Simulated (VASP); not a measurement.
Here is a VASP 6.6.1 calculation.

The input INCAR:

```
PREC = Accurate
ENCUT = 520
EDIFF = 1E-6
ISMEAR = -1
SIGMA = 0.05
LREAL = F
LASPH = T
NELM = 100
ALGO = Normal
ISIF = 2
LWAVE = F
LCHARG = F
GGA = PE
IVDW = 12
NBANDS = 63
```

KPOINTS

```
Automatic mesh
0
Gamma
  4 4 3
```

Contents of POSCAR:

```
HfIn4SiO6
1.0
    2.7158500000     -4.7035700000      0.0083300000
    2.7158500000      4.7035700000      0.0083300000
   -1.8791500000      0.0000000000      7.4012700000
Hf In Si O
1 4 1 6
Direct
    0.7883500000      0.2116500000      0.0000000000
    0.6217500000      0.3782500000      0.5000000000
    0.4550200000      0.5449800000      0.0000000000
    0.2840700000      0.7159300000      0.5000000000
    0.9581400000      0.0418600000      0.5000000000
    0.1216800000      0.8783200000      0.0000000000
    0.0621900000      0.1141500000      0.8666600000
    0.8858500000      0.9378100000      0.1333400000
    0.7949000000      0.5378400000      0.8666300000
    0.4621600000      0.2051000000      0.1333700000
    0.1535200000      0.6287900000      0.1333300000
    0.3712100000      0.8464800000      0.8666700000
```

Potentials or basis: VASP PAW PBE potentials, release 64 (Hf_pv, In_d, Si, O).

Command:

```bash
$ cat potpaw_PBE.64/Hf_pv/POTCAR potpaw_PBE.64/In_d/POTCAR potpaw_PBE.64/Si/POTCAR potpaw_PBE.64/O/POTCAR > POTCAR
$ mpirun -np 1 vasp_std > vasp.out
```

**Question.** Estimate the pressure.

**Answer.** -3.2 GPa.

**Question.** Estimate the largest force.

**Answer.** 0.172 eV/Å.

**Question.** What does it give for the band gap on the k mesh?

**Answer.** Zero (band 51 reaches 7.83 eV, above the bottom of band 52 at 6.67 eV).

Stress tensor (GPa, compression positive):
```
-3.38  0.00  0.03
 0.00 -3.37  0.00
 0.03  0.00 -2.75
```

Caveat: three body term missing; spin-orbit coupling is left out, which moves the levels of the heavy elements; pairwise dispersion overbinds metals, which lowers pressure and volume.
